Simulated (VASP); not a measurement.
# CoSi2 (P1) in VASP: single point with PBE

Aim: the single point of CoSi2 with PBE.

Everything below comes from runs of VASP 6.6.1. Logs are shortened: lines on timing, memory, paths and dates and some standing lists are left out, and cuts for length are marked.

### 1 The cell of the first run

The typed cell holds 24 atoms: a = 7.751 Å, b = 7.595 Å, c = 7.812 Å, α = 60.45°, β = 60.07°, γ = 60.71°.

### 2 Single point, PBE, collinear spin, ferromagnetic start

Contents of INCAR:

```
PREC = Accurate
ENCUT = 520
EDIFF = 1E-7
ISMEAR = 0
SIGMA = 0.1
LREAL = Auto
LASPH = True
NELM = 150
ALGO = Normal
ISIF = 2
LWAVE = False
LCHARG = True
ISPIN = 2
MAGMOM = 0 0 0 0 0 0 0 0 0 0 0 0 0 0 0 0 3 3 3 3 3 3 3 3
LORBIT = 11
LMAXMIX = 4
GGA = PE
LELF = True
LVHAR = True
NBANDS = 90
ISYM = 0
```

Contents of KPOINTS:

```
Automatic mesh
0
Gamma
  2 2 2
  0.5 0.5 0.5
```

Contents of POSCAR:

```
CoSi2
1.0
    5.4161161387     -0.0496323828      5.5451179068
    5.3494677655      5.3916938644      0.0170159903
   -0.0716131718      5.4803230266      5.5670986958
Si Co
16 8
Direct
   -0.0084244167      1.0167536905      0.4964942100
    0.0170140561      0.4990618525      0.4895473699
    0.5014906622      0.5267610816      0.9721951837
    0.1574984680      0.1124608180      0.1058459054
    0.1157374487      0.6908534513      0.0379813625
    0.6144212616      0.1194161208      0.1387813540
    0.6408437974      0.6439023633      0.1100596310
    0.1330932559      0.0491558233      0.7028441376
    0.1332406528      0.6176596081      0.6546990489
    0.5962577130      0.1018908877      0.6546664698
    0.3897097624      0.3695894894      0.3627551849
    0.4011575161      0.8586184476      0.3706518652
    0.8463972359      0.4038058563      0.3689809905
    0.8227315701      0.8829048838      0.3955946294
    0.3934133849      0.3711783411      0.8497864602
    0.8808816022      0.3822007277      0.8667383993
    0.4703557319      1.0142636259      0.5019453685
    0.4916052698      0.4945716783      0.4882696294
    0.9615864541      0.0259358488      1.0447630416
    1.0104506542      0.4781941708      1.0104373002
    0.5067072048      0.0067006288      0.0084834877
    0.6626337436      0.6037803497      0.6189042474
    0.3614106823      0.8746611598      0.8900959452
    0.8905404197      0.8779565911      0.8391945673
```

Potentials or basis: VASP PAW PBE potentials, release 64 (Si, Co).

Launch:

```bash
$ cat potpaw_PBE.64/Si/POTCAR potpaw_PBE.64/Co/POTCAR > POTCAR
$ mpirun -np 1 vasp_std > vasp.out
```

OUTCAR:

```text
PREC = Accurate
   ENCUT = 520
   EDIFF = 1E-7
   ISMEAR = 0
   LREAL = Auto
   LASPH = True
   NELM = 150
   ISIF = 2
   ISPIN = 2
   LORBIT = 11
   GGA = PE
   ISYM = 0

 ion  position               nearest neighbor table
   1  0.992  0.017  0.496-  24 2.20  13 2.43   8 2.51   4 2.51   9 2.51  10 2.53  14 2.55  12 2.61

   2  0.017  0.499  0.490-  22 2.26  11 2.37  16 2.41  14 2.45  13 2.45   9 2.53   8 2.85   5 2.91

   3  0.501  0.527  0.972-  23 2.19  22 2.28  16 2.42  15 2.43   7 2.48   5 2.49  11 2.50   6 2.56

   4  0.157  0.112  0.106-  21 2.23  19 2.23  20 2.30  23 2.48   1 2.51  15 2.68  12 2.82  16 2.87
                            13 3.04  14 3.09
   5  0.116  0.691  0.038-  19 2.24  20 2.26  24 2.36  23 2.39   3 2.49   8 2.69  15 2.82   2 2.91
                            13 3.05  14 3.09
   6  0.614  0.119  0.139-  21 2.21  19 2.23  17 2.33   3 2.56  12 2.57  14 2.59  11 2.59  15 2.84
                            16 2.87  24 2.97
   7  0.641  0.644  0.110-  21 2.27  20 2.37  18 2.43   3 2.48  13 2.59  12 2.61  24 2.64  16 2.76
                            23 2.78  11 2.85
   8  0.133  0.049  0.703-  17 2.24  19 2.27  24 2.32  23 2.32   1 2.51   5 2.69  16 2.78   2 2.85
                            12 2.92
   9  0.133  0.618  0.655-  20 2.28  18 2.31  24 2.45   1 2.51   2 2.53  15 2.54  16 2.65  12 2.78
                            11 2.96
  10  0.596  0.102  0.655-  21 2.29  17 2.32  18 2.47  23 2.51   1 2.53  15 2.55  14 2.62  24 2.69
                            11 2.79  13 3.00
  11  0.390  0.370  0.363-  18 2.22  17 2.23   2 2.37   3 2.50   6 2.59  10 2.79   7 2.85   9 2.96

  12  0.401  0.859  0.371-  17 2.26  18 2.29  21 2.32   6 2.57   7 2.61   1 2.61   9 2.78   4 2.82
                            22 2.83   8 2.92
  13  0.846  0.404  0.369-  18 2.26  20 2.32   1 2.43   2 2.45  22 2.49   7 2.59  10 3.00   4 3.04
                             5 3.05
  14  0.823  0.883  0.396-  17 2.24  19 2.26  22 2.42   2 2.45   1 2.55   6 2.59  10 2.62   5 3.09
                             4 3.09
  15  0.393  0.371  0.850-  21 2.30  18 2.32   3 2.43  20 2.44   9 2.54  10 2.55   4 2.68  22 2.73
                             5 2.82   6 2.84
  16  0.881  0.382  0.867-  19 2.27  20 2.33   2 2.41   3 2.42  22 2.59   9 2.65   7 2.76   8 2.78
                             4 2.87   6 2.87
  17  0.470  0.014  0.502-  11 2.23   8 2.24  14 2.24  12 2.26  10 2.32   6 2.33  23 2.49  22 2.60

  18  0.492  0.495  0.488-  11 2.22  13 2.26  12 2.29   9 2.31  15 2.32   7 2.43  10 2.47  22 2.60

  19  0.962  0.026  0.045-   6 2.23   4 2.23   5 2.24  14 2.26  16 2.27   8 2.27  23 2.56  24 2.72

  20  0.010  0.478  0.010-   5 2.26   9 2.28   4 2.30  13 2.32  16 2.33   7 2.37  15 2.44  24 2.52

  21  0.507  0.007  0.008-   6 2.21   4 2.23   7 2.27  10 2.29  15 2.30  12 2.32  24 2.46  23 2.49

  22  0.663  0.604  0.619-   2 2.26   3 2.28  14 2.42  13 2.49  16 2.59  18 2.60  17 2.60  15 2.73
                            12 2.83  23 2.97
  23  0.361  0.875  0.890-   3 2.19   8 2.32   5 2.39   4 2.48  17 2.49  21 2.49  10 2.51  19 2.56
                             7 2.78  22 2.97
  24  0.891  0.878  0.839-   1 2.20   8 2.32   5 2.36   9 2.45  21 2.46  20 2.52   7 2.64  10 2.69
                            19 2.72   6 2.97

IMPORTANT INFORMATION: All symmetrisations will be switched off!
NOSYMM: (Re-)initialisation of all symmetry stuff for point group C_1.

----------------------------------------------------------------------------------------

                                     Primitive cell

  volume of cell :     328.2500

  direct lattice vectors                    reciprocal lattice vectors
     5.416116139 -0.049632383  5.545117907     0.091158695 -0.090730347  0.090488745
     5.349467766  5.391693864  0.017015990     0.093420712  0.093066746 -0.090414362
    -0.071613172  5.480323027  5.567098696    -0.091084312  0.090087652  0.089771667

  length of vectors
     7.751458573  7.595225977  7.812276033     0.157258120  0.159886227  0.156432379

  position of ions in fractional coordinates (direct lattice)
     0.991575583  0.016753691  0.496494210
     0.017014056  0.499061852  0.489547370
     0.501490662  0.526761082  0.972195184
     0.157498468  0.112460818  0.105845905
     0.115737449  0.690853451  0.037981362
     0.614421262  0.119416121  0.138781354
[... 16 lines left out ...]
     0.361410682  0.874661160  0.890095945
     0.890540420  0.877956591  0.839194567

  ion indices of the primitive-cell ions
   primitive index   ion index
                 1           1
                 2           2
                 3           3
                 4           4
                 5           5
                 6           6
[... 16 lines left out ...]
                23          23
                24          24

----------------------------------------------------------------------------------------

 KPOINTS: Automatic mesh

Automatic generation of k-mesh.
 Grid dimensions read from file:
 generate k-points for:    2    2    2

 Generating k-lattice:

  Cartesian coordinates                     Fractional coordinates (reciprocal lattice)
     0.045579347 -0.045365173  0.045244372     0.500000000 -0.000000000 -0.000000000
     0.046710356  0.046533373 -0.045207181     0.000000000  0.500000000 -0.000000000
    -0.045542156  0.045043826  0.044885834     0.000000000  0.000000000  0.500000000

  Length of vectors
     0.078629060  0.079943113  0.078216189

  Shift w.r.t. Gamma in fractional coordinates (k-lattice)
     0.500000000  0.500000000  0.500000000

 Subroutine IBZKPT returns following result:
 ===========================================

 Found      4 irreducible k-points:

 Following reciprocal coordinates:
            Coordinates               Weight
  0.250000  0.250000  0.250000      2.000000
 -0.250000  0.250000  0.250000      2.000000
  0.250000 -0.250000  0.250000      2.000000
 -0.250000 -0.250000  0.250000      2.000000
   k-points           NKPTS =      4   k-points in BZ     NKDIM =      4   number of bands    NBANDS=     90
   number of dos      NEDOS =    301   number of ions     NIONS =     24
   total plane-waves  NPLWV = 201600
   dimension x,y,z NGX =    60 NGY =   56 NGZ =   60
   dimension x,y,z NGXF=   120 NGYF=  112 NGZF=  120
   ions per type =              16   8
   NGX,Y,Z   is equivalent  to a cutoff of  12.87, 12.26, 12.77 a.u.
   NGXF,Y,Z  is equivalent  to a cutoff of  25.74, 24.51, 25.54 a.u.
 SYSTEM =  unknown system
   PREC   = accura    normal or accurate (medium, high low for compatibility)
   ISTART =      0    job   : 0-new  1-cont  2-samecut
   ICHARG =      2    charge: 1-file 2-atom 10-const
   ISPIN  =      2    spin polarized calculation?
   LNONCOLLINEAR =      F non collinear calculations
   LSORBIT =      F    spin-orbit coupling
   LASPH  =      T    aspherical Exc in radial PAW
   ENCUT  =  520.0 eV  38.22 Ry    6.18 a.u.  14.41 14.12 14.53*2*pi/ulx,y,z
   NELM   =    150;   NELMIN=  2; NELMDL= -5     # of ELM steps
   EDIFF  = 0.1E-06   stopping-criterion for ELM
   LREAL  =      T    real-space projection
   EDIFFG = 0.1E-05   stopping-criterion for IOM
   NSW    =      0    number of steps for IOM
   IBRION =     -1    ionic relax: 0-MD 1-quasi-New 2-CG
   NFREE  =      0    steps in history (QN), initial steepest desc. (CG)
   ISIF   =      2    stress and relaxation
   ISYM   =      0    0-nonsym 1-usesym 2-fastsym
   POTIM  = 0.5000    time-step for ionic-motion
   TEBEG  =    0.0;   TEEND  =   0.0 temperature during run
   PSTRESS=    0.0 pullay stress
   NELECT =     136.0000    total number of electrons
   NUPDOWN=      -1.0000    fix difference up-down
   EMIN   =  10.00;   EMAX   =-10.00  energy-range for DOS
   EFERMI =   0.00;   METHOD = LEGACY
   ISMEAR =     0;   SIGMA  =   0.10  broadening in eV -4-tet -1-fermi 0-gaus
   EFERMI_NEDOS =   21; number of points for ismear=-14 and -15
   IALGO  =     38    algorithm
   IMIX   =      4    mixing-type and parameters
     AMIX     =   0.40;   BMIX     =  1.00
     AMIX_MAG =   1.60;   BMIX_MAG =  1.00
  volume/ion in A,a.u.               =      13.68        92.30
  Fermi-wavevector in a.u.,A,eV,Ry     =   1.220449  2.306314 20.265814  1.489495
  Thomas-Fermi vector in A             =   2.355666
   LORBIT       =     11    0 simple, 1 ext, 2 COOP (PROOUT), +10 PAW based schemes
   GGA     = PE    functional components
   LHFCALC =     F    Hartree Fock is set to
   AEXX    =    0.0000 exact exchange contribution
   IVDW    =     0    specifies the selected vdW correction
   LEPSILON=     F    determine dielectric tensor
   LRPA    =     F    only Hartree local field effects (RPA)
 spin polarized calculation
 Gauss-broadening in eV      SIGMA  =   0.10
  energy-cutoff  :      520.00
  volume of cell :      328.25
 maximum number of plane-waves:      8851
 NGX is ok and might be reduce to    60
   NGX = 29   NGY = 29   NGZ = 29

 number of electron     136.0000010 magnetization      -0.0011395

 number of electron     136.0000010 magnetization       0.0007434

 Free energy of the ion-electron system (eV)
  ---------------------------------------------------
  ext. energy  EPLUGINS =         0.00000000
  ---------------------------------------------------
  free energy    TOTEN  =      -147.10474408 eV

  energy without entropy =     -147.05373858  energy(sigma->0) =     -147.07924133

 E-fermi :   9.3112     XC(G=0): -11.4303

 val. band max:        9.2772856918   @ k =   0.2500  -0.2500   0.2500
 cond. band min:       9.3165117236   @ k =  -0.2500  -0.2500   0.2500
 fundamental gap:      0.0392260318
 Fermi energy:         9.3112442204

 spin component 1

 k-point     1 :       0.2500    0.2500    0.2500
  band No.  band energies     occupation
      1      -3.5217      1.00000
      2      -2.0049      1.00000
      3      -1.3764      1.00000
      4      -0.8893      1.00000
      5      -0.5998      1.00000
      6      -0.3118      1.00000
[... 72 lines left out ...]
     79      11.3962      0.00000
[... 248 lines left out ...]
     79      11.6939      0.00000
     80      11.9261      0.00000
 Fermi energy:         9.3112442204

 spin component 2

 k-point     1 :       0.2500    0.2500    0.2500
  band No.  band energies     occupation
      1      -3.5217      1.00000
      2      -2.0049      1.00000
      3      -1.3764      1.00000
      4      -0.8893      1.00000
      5      -0.5998      1.00000
      6      -0.3119      1.00000
[... 72 lines left out ...]
     79      11.3963      0.00000
[... 248 lines left out ...]
     79      11.6940      0.00000
     80      11.9261      0.00000
 [bands above 80 left out]

------------------------ aborting loop because EDIFF is reached ----------------------------------------

  FORCE on cell =-STRESS in cart. coord.  units (eV):
  Direction    XX          YY          ZZ          XY          YZ          ZX
  --------------------------------------------------------------------------------------
  -------------------------------------------------------------------------------------
  Total       -0.0687402      0.0678198      0.1677455      0.0064619      0.0837268      0.0316074
  in kB       -0.3355186      0.3310262      0.8187601      0.0315402      0.4086676      0.1542749
  external PRESSURE =       0.2714226 kB  Pullay stress =       0.0000000 kB

 VOLUME and BASIS-vectors are now :
 -----------------------------------------------------------------------------
  energy-cutoff  :      520.00
  volume of cell :      328.25
      direct lattice vectors                 reciprocal lattice vectors
     5.416116139 -0.049632383  5.545117907     0.091158695 -0.090730347  0.090488745
     5.349467766  5.391693864  0.017015990     0.093420712  0.093066746 -0.090414362
    -0.071613172  5.480323027  5.567098696    -0.091084312  0.090087652  0.089771667

 POSITION                                       TOTAL-FORCE (eV/Angst)
 -----------------------------------------------------------------------------------
      5.42456      2.76207      8.26272         0.009240     -0.018016     -0.032722
      2.72681      5.37282      2.82820         0.010589     -0.028262     -0.007618
      5.46440      8.14319      8.20209        -0.018718      0.001154      0.001817
      1.44706      1.17861      1.46452        -0.006096     -0.004917     -0.011394
      4.31983      3.92728      0.86498        -0.002105     -0.010168      0.009639
      3.95665      1.37393      4.18168         0.011224     -0.006552     -0.003918
[... 16 lines left out ...]
      6.57267      9.57598      6.97420         0.020936      0.002624      0.005150
      9.45977      9.28853      9.62497        -0.049122      0.020704     -0.005084
 -----------------------------------------------------------------------------------
    total drift:                               -0.001078      0.009350     -0.001333

  FREE ENERGIE OF THE ION-ELECTRON SYSTEM (eV)
  ---------------------------------------------------
  free  energy   TOTEN  =      -147.1047440810 eV

  energy  without entropy=     -147.0537385827  energy(sigma->0) =     -147.07924133

 total charge

# of ion       s       p       d       tot
------------------------------------------
    1        0.763   0.896   0.000   1.659
    2        0.764   0.894   0.000   1.658
    3        0.752   0.939   0.000   1.691
    4        0.765   0.835   0.000   1.599
    5        0.774   0.821   0.000   1.595
    6        0.757   0.856   0.000   1.613
[... 16 lines left out ...]
   23        0.449   0.522   7.477   8.448
   24        0.443   0.506   7.499   8.448
--------------------------------------------------
tot         16.082  18.488  60.289  94.859

 magnetization (x)

# of ion       s       p       d       tot
------------------------------------------
    1       -0.000  -0.000   0.000  -0.000
    2       -0.000   0.000   0.000   0.000
    3       -0.000  -0.000   0.000  -0.000
    4        0.000   0.000   0.000   0.000
    5       -0.000  -0.000   0.000  -0.000
    6       -0.000  -0.000   0.000  -0.000
[... 16 lines left out ...]
   23       -0.000  -0.000   0.000   0.000
   24        0.000  -0.000   0.000   0.000
--------------------------------------------------
tot          0.000  -0.000   0.001   0.001
```

Wall time 12 min (1 thread of Intel Xeon 6975P-C (Granite Rapids), shared host); peak memory 0.7 GiB.

Results:

| Item | Value |
| --- | --- |
| Free energy | -147.1047 eV |
| Pressure | 0.0 GPa |
| Largest force | 0.054 eV/Å |
| Band gap on the k mesh | zero (filled and empty bands overlap) |
| Net moment | 0.00 μB per cell |
| Valence electrons inside the program's atomic spheres | Si 1.66, 1.69, 1.60, 1.59, 1.61, 1.58 (each value once); Co 8.77, 8.73, 8.80, 8.71, 8.36, 8.45 (each value once) |

Forces in eV/Å, atoms in the order of the input:
```
Si   0.009 -0.018 -0.033
Si   0.011 -0.028 -0.008
Si  -0.019  0.001  0.002
Si  -0.006 -0.005 -0.011
Si  -0.002 -0.010  0.010
Si   0.011 -0.007 -0.004
Si   0.010 -0.006 -0.004
Si   0.002  0.021  0.012
Si   0.012  0.006  0.017
Si  -0.017  0.012  0.011
Si   0.009  0.004 -0.011
Si  -0.003 -0.016  0.000
Si  -0.007 -0.005 -0.008
Si   0.011 -0.013  0.014
Si   0.007  0.007 -0.002
Si  -0.008  0.007 -0.009
Co   0.011  0.009  0.017
Co   0.007 -0.018  0.011
Co   0.000  0.034 -0.007
Co  -0.022  0.007  0.005
Co   0.008 -0.006  0.008
Co   0.005  0.002 -0.009
Co   0.021  0.003  0.005
Co  -0.049  0.021 -0.005
```

Levels at points of the mesh, in eV from the Fermi level:
Spin up:
```csv
k point,band 64,band 65,band 66,band 67,band 68,band 69,band 70,band 71,band 72,band 73
"(0.25, 0.25, 0.25)",-0.52,-0.50,-0.18,-0.10,0.09,0.39,0.56,0.60,0.81,0.91
```
Spin down:
```csv
k point,band 66,band 67,band 68,band 69,band 70,band 71
"(0.25, 0.25, 0.25)",-0.18,-0.10,0.09,0.39,0.56,0.60
```

Caveat: the k points lie up to 0.50 Å⁻¹ apart.
